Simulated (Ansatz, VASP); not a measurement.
KI in VASP and in Ansatz

```xyz
2
Lattice="0.0000 3.5328 3.5328 3.5328 0.0000 3.5328 3.5328 3.5328 0.0000" Properties=species:S:1:pos:R:3 pbc="T T T"
I     3.5328    3.5328    3.5328
K     0.0000    0.0000    0.0000
```

Alike in both runs: task single point; functional PBEsol; k mesh 7 × 7 × 7; occupations gaussian, width 0.02 eV; no spin polarisation.

|  | VASP | Ansatz |
| --- | --- | --- |
| version | VASP 6.6.1 | Ansatz 0.2.0 |
| potentials or method | VASP PAW PBE potentials, release 64 (I, K_sv), cutoff 520 eV | all-electron LAPW, scalar-relativistic |

|  | VASP | Ansatz | Ansatz less VASP |
| --- | --- | --- | --- |
| gap on the k mesh at the Fermi level (eV) | 3.81 | 3.82 | +0.003 |
| least direct gap on the mesh (eV) | 3.81 | 3.82 | +0.003 |
| pressure (GPa) | -0.2 | -0.3 | -0.04 |

VASP's potentials were made for PBE, not for PBEsol. Ansatz ran all-electron here, and VASP with PAW potentials.

Spin-orbit coupling is off throughout.
